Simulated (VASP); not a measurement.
# Sn2PbS3 (Cmcm) in VASP: further runs, part 2 of 2

VASP 6.6.1. The steps go on from the part before.

## 3. Single point, PBE

This run uses another cell than the first one, of 26.33 Å³/atom.

INCAR

```
PREC = Accurate ; ENCUT = 520
EDIFF = 1E-6 ; ISMEAR = 0
SIGMA = 0.1 ; LREAL = F
LASPH = T ; NELM = 80
ALGO = Normal ; ISIF = 2
LWAVE = F ; LCHARG = T
GGA = PE ; LELF = T
LVHAR = T ; NBANDS = 72
```

KPOINTS

```
regular mesh
0
Gamma
  2 2 4
```

POSCAR

```
Sn2PbS3
1.0
    6.3417550800     -5.8504781100      0.0000000000
    6.3417550800      5.8504781100      0.0000000000
    0.0000000000      0.0000000000      4.2573951700
Sn Pb S
4 2 6
Direct
    0.0466666700      0.2866666700      0.7500000000
    0.7133333300      0.9533333300      0.7500000000
    0.2866666700      0.0466666700      0.2500000000
    0.9533333300      0.7133333300      0.2500000000
    0.3800000000      0.6200000000      0.7500000000
    0.6200000000      0.3800000000      0.2500000000
    0.1510000100      0.8489999900      0.7500000000
    0.8176666700      0.5156666600      0.7500000000
    0.4843333400      0.1823333300      0.7500000000
    0.8489999900      0.1510000100      0.2500000000
    0.5156666600      0.8176666700      0.2500000000
    0.1823333300      0.4843333400      0.2500000000
```

Potentials or basis: VASP PAW PBE potentials, release 64 (Sn_d, Pb_d, S).

Run with:

```bash
$ cat potpaw_PBE.64/Sn_d/POTCAR potpaw_PBE.64/Pb_d/POTCAR potpaw_PBE.64/S/POTCAR > POTCAR
$ mpirun -np 1 vasp_std > vasp.out
```

OUTCAR:

```text
PREC = Accurate
   ENCUT = 520
   EDIFF = 1E-6
   ISMEAR = 0
   LREAL = F
   LASPH = T
   NELM = 80
   ISIF = 2
   GGA = PE

 ion  position               nearest neighbor table
   1  0.047  0.287  0.750-   8 2.68  12 3.02  12 3.02  10 3.02  10 3.02   3 3.52   3 3.52
   2  0.713  0.953  0.750-   9 2.68  11 3.02  11 3.02  10 3.02  10 3.02   4 3.52   4 3.52
   3  0.287  0.047  0.250-  11 2.68   9 3.02   9 3.02   7 3.02   7 3.02   1 3.52   1 3.52
   4  0.953  0.713  0.250-  12 2.68   8 3.02   8 3.02   7 3.02   7 3.02   2 3.52   2 3.52
   5  0.380  0.620  0.750-   7 2.68  11 3.02  12 3.02  11 3.02  12 3.02   6 3.52   6 3.52
   6  0.620  0.380  0.250-  10 2.68   9 3.02   8 3.02   8 3.02   9 3.02   5 3.52   5 3.52
   7  0.151  0.849  0.750-   5 2.68   4 3.02   3 3.02   3 3.02   4 3.02
   8  0.818  0.516  0.750-   1 2.68   4 3.02   4 3.02   6 3.02   6 3.02
   9  0.484  0.182  0.750-   2 2.68   3 3.02   3 3.02   6 3.02   6 3.02
  10  0.849  0.151  0.250-   6 2.68   2 3.02   1 3.02   1 3.02   2 3.02
  11  0.516  0.818  0.250-   3 2.68   2 3.02   2 3.02   5 3.02   5 3.02
  12  0.182  0.484  0.250-   4 2.68   1 3.02   1 3.02   5 3.02   5 3.02

  LATTYP: Found a base centered orthorhombic cell.
 ALAT       =    11.7009562200
 B/A-ratio  =     1.0839721063
 C/A-ratio  =     0.3638501922

  Lattice vectors:

 A1 = (  -6.3417550800,  -5.8504781100,   0.0000000000)
 A2 = (   6.3417550800,  -5.8504781100,   0.0000000000)
 A3 = (   0.0000000000,   0.0000000000,   4.2573951700)

Analysis of symmetry for initial positions (statically):
=====================================================================
 Subroutine PRICEL returns:
 Original cell was already a primitive cell.

 Routine SETGRP: Setting up the symmetry group for a
 base centered orthorhombic supercell.

 Subroutine GETGRP returns: Found  8 space group operations
 (whereof  4 operations were pure point group operations)
 out of a pool of  8 trial point group operations.

The static configuration has the point symmetry C_2h.
 The point group associated with its full space group is D_2h.

Analysis of symmetry for dynamics (positions and initial velocities):
=====================================================================
 Subroutine PRICEL returns:
 Original cell was already a primitive cell.

 Routine SETGRP: Setting up the symmetry group for a
 base centered orthorhombic supercell.

 Subroutine GETGRP returns: Found  8 space group operations
 (whereof  4 operations were pure point group operations)
 out of a pool of  8 trial point group operations.

The dynamic configuration has the point symmetry C_2h.
 The point group associated with its full space group is D_2h.

 Subroutine INISYM returns: Found  8 space group operations
 (whereof  4 operations are pure point group operations),
 and found     1 'primitive' translations

----------------------------------------------------------------------------------------

                                     Primitive cell

  volume of cell :     315.9183

[... 71 lines left out ...]
  0.000000  0.000000  0.500000      1.000000
  0.500000  0.000000  0.500000      2.000000
  0.500000  0.500000  0.500000      1.000000
   k-points           NKPTS =      9   k-points in BZ     NKDIM =      9   number of bands    NBANDS=     72
   number of dos      NEDOS =    301   number of ions     NIONS =     12
   total plane-waves  NPLWV = 131072
   dimension x,y,z NGX =    64 NGY =   64 NGZ =   32
   dimension x,y,z NGXF=   128 NGYF=  128 NGZF=   64
   ions per type =               4   2   6
   NGX,Y,Z   is equivalent  to a cutoff of  12.33, 12.33, 12.50 a.u.
   NGXF,Y,Z  is equivalent  to a cutoff of  24.66, 24.66, 24.99 a.u.
 SYSTEM =  unknown system
   PREC   = accura    normal or accurate (medium, high low for compatibility)
   ISTART =      0    job   : 0-new  1-cont  2-samecut
   ICHARG =      2    charge: 1-file 2-atom 10-const
   ISPIN  =      1    spin polarized calculation?
   LNONCOLLINEAR =      F non collinear calculations
   LSORBIT =      F    spin-orbit coupling
   LASPH  =      T    aspherical Exc in radial PAW
   ENCUT  =  520.0 eV  38.22 Ry    6.18 a.u.  16.04 16.04  7.92*2*pi/ulx,y,z
   NELM   =     80;   NELMIN=  2; NELMDL= -5     # of ELM steps
   EDIFF  = 0.1E-05   stopping-criterion for ELM
   LREAL  =      F    real-space projection
   EDIFFG = 0.1E-04   stopping-criterion for IOM
   NSW    =      0    number of steps for IOM
   IBRION =     -1    ionic relax: 0-MD 1-quasi-New 2-CG
   NFREE  =      0    steps in history (QN), initial steepest desc. (CG)
   ISIF   =      2    stress and relaxation
   ISYM   =      2    0-nonsym 1-usesym 2-fastsym
   POTIM  = 0.5000    time-step for ionic-motion
   TEBEG  =    0.0;   TEEND  =   0.0 temperature during run
   PSTRESS=    0.0 pullay stress
   NELECT =     120.0000    total number of electrons
   NUPDOWN=      -1.0000    fix difference up-down
   EMIN   =  10.00;   EMAX   =-10.00  energy-range for DOS
   EFERMI =   0.00;   METHOD = LEGACY
   ISMEAR =     0;   SIGMA  =   0.10  broadening in eV -4-tet -1-fermi 0-gaus
   EFERMI_NEDOS =   21; number of points for ismear=-14 and -15
   IALGO  =     38    algorithm
   IMIX   =      4    mixing-type and parameters
     AMIX     =   0.40;   BMIX     =  1.00
     AMIX_MAG =   1.60;   BMIX_MAG =  1.00
  volume/ion in A,a.u.               =      26.33       177.66
  Fermi-wavevector in a.u.,A,eV,Ry     =   1.185615  2.240487 19.125474  1.405683
  Thomas-Fermi vector in A             =   2.321805
   LORBIT       =      0    0 simple, 1 ext, 2 COOP (PROOUT), +10 PAW based schemes
   GGA     = PE    functional components
   LHFCALC =     F    Hartree Fock is set to
   AEXX    =    0.0000 exact exchange contribution
   IVDW    =     0    specifies the selected vdW correction
   LEPSILON=     F    determine dielectric tensor
   LRPA    =     F    only Hartree local field effects (RPA)
 non-spin polarized calculation
 Gauss-broadening in eV      SIGMA  =   0.10
  energy-cutoff  :      520.00
  volume of cell :      315.92
 maximum number of plane-waves:      8544
   NGX = 33   NGY = 33   NGZ = 15

 number of electron     120.0000031 magnetization

 Free energy of the ion-electron system (eV)
  ---------------------------------------------------
  ext. energy  EPLUGINS =         0.00000000
  ---------------------------------------------------
  free energy    TOTEN  =       -52.28071327 eV

  energy without entropy =      -52.28071327  energy(sigma->0) =      -52.28071327

 E-fermi :   5.4275     XC(G=0):  -9.5471

 val. band max:        4.9132756893   @ k =   0.0000   0.0000   0.0000
 cond. band min:       5.9194659906   @ k =   0.5000   0.5000   0.0000
 fundamental gap:      1.0061903013
 Fermi energy:         5.4275417281

 k-point     1 :       0.0000    0.0000    0.0000
  band No.  band energies     occupation
      1     -16.0876      2.00000
      2     -16.0846      2.00000
      3     -16.0833      2.00000
      4     -16.0791      2.00000
      5     -16.0764      2.00000
      6     -16.0713      2.00000
[... 664 lines left out ...]
     71       9.4585      0.00000
     72       9.5017      0.00000

------------------------ aborting loop because EDIFF is reached ----------------------------------------

  FORCE on cell =-STRESS in cart. coord.  units (eV):
  Direction    XX          YY          ZZ          XY          YZ          ZX
  --------------------------------------------------------------------------------------
  -------------------------------------------------------------------------------------
  Total       -6.4237733     -2.6933527     -5.4368255      0.0000000      0.0000000      0.0000000
  in kB      -32.5781191    -13.6593185    -27.5728205      0.0000000      0.0000000      0.0000000
  external PRESSURE =     -24.6034194 kB  Pullay stress =       0.0000000 kB

 VOLUME and BASIS-vectors are now :
 -----------------------------------------------------------------------------
  energy-cutoff  :      520.00
  volume of cell :      315.92
      direct lattice vectors                 reciprocal lattice vectors
     6.341755080 -5.850478110  0.000000000     0.078842528 -0.085463101  0.000000000
     6.341755080  5.850478110  0.000000000     0.078842528  0.085463101  0.000000000
     0.000000000  0.000000000  4.257395170     0.000000000  0.000000000  0.234885408

 POSITION                                       TOTAL-FORCE (eV/Angst)
 -----------------------------------------------------------------------------------
      2.11392      1.40411      3.19305        -0.027018      0.708213      0.000000
     10.56959      1.40411      3.19305         0.027018      0.708213     -0.000000
      2.11392     -1.40411      1.06435        -0.027018     -0.708213     -0.000000
     10.56959     -1.40411      1.06435         0.027018     -0.708213     -0.000000
      6.34176      1.40411      3.19305         0.000000      0.450508      0.000000
      6.34176     -1.40411      1.06435         0.000000     -0.450508     -0.000000
      6.34176      4.08363      3.19305         0.000000      0.257765     -0.000000
      8.45567     -1.76684      3.19305         0.235639     -0.229866     -0.000000
      4.22784     -1.76684      3.19305        -0.235639     -0.229866     -0.000000
      6.34176     -4.08363      1.06435         0.000000     -0.257765     -0.000000
      8.45567      1.76684      1.06435         0.235639      0.229866     -0.000000
      4.22784      1.76684      1.06435        -0.235639      0.229866     -0.000000
 -----------------------------------------------------------------------------------
    total drift:                               -0.000000     -0.000000     -0.000000

  FREE ENERGIE OF THE ION-ELECTRON SYSTEM (eV)
  ---------------------------------------------------
  free  energy   TOTEN  =       -52.2807132651 eV

  energy  without entropy=      -52.2807132651  energy(sigma->0) =      -52.28071327
```

It took 2.7 min on 1 thread of AMD EPYC 7R13 (Zen 3), shared host; peak memory 0.41 GiB.

What came out:

- Free energy: -52.2807 eV
- Pressure: -2.5 GPa
- Largest force: 0.709 eV/Å
- Band gap on the k mesh: 1.01 eV (least direct gap 1.04 eV)

Forces in eV/Å, atoms in the order of the input:
```
Sn  -0.027  0.708  0.000
Sn   0.027  0.708  0.000
Sn  -0.027 -0.708  0.000
Sn   0.027 -0.708  0.000
Pb   0.000  0.451  0.000
Pb   0.000 -0.451  0.000
S    0.000  0.258  0.000
S    0.236 -0.230  0.000
S   -0.236 -0.230  0.000
S    0.000 -0.258  0.000
S    0.236  0.230  0.000
S   -0.236  0.230  0.000
```

Levels at points of the mesh, in eV from the valence-band top:
| k point | band 56 | band 57 | band 58 | band 59 | band 60 | band 61 | band 62 | band 63 | band 64 | band 65 |
| --- | --- | --- | --- | --- | --- | --- | --- | --- | --- | --- |
| (0.00, 0.00, 0.00) | -1.12 | -1.01 | -0.46 | -0.14 | 0.00 | 1.87 | 1.89 | 1.97 | 2.02 | 2.06 |
| (0.50, 0.00, 0.00) | -0.98 | -0.49 | -0.36 | -0.31 | -0.08 | 1.86 | 1.87 | 1.90 | 2.73 | 2.77 |
| (0.50, 0.50, 0.00) | -0.50 | -0.37 | -0.33 | -0.12 | -0.04 | 1.01 | 1.28 | 1.32 | 2.76 | 2.88 |
| (0.00, 0.00, 0.50) | -1.20 | -1.09 | -1.09 | -0.15 | -0.15 | 1.64 | 1.64 | 2.21 | 2.21 | 2.29 |
| (0.50, 0.00, 0.50) | -1.31 | -0.86 | -0.86 | -0.72 | -0.72 | 2.24 | 2.24 | 2.28 | 2.28 | 2.99 |
| (0.50, 0.50, 0.50) | -1.36 | -1.19 | -1.19 | -0.73 | -0.73 | 1.90 | 1.90 | 2.95 | 2.95 | 3.55 |

Caveat: spin-orbit coupling is left out, which moves the levels of the heavy elements.
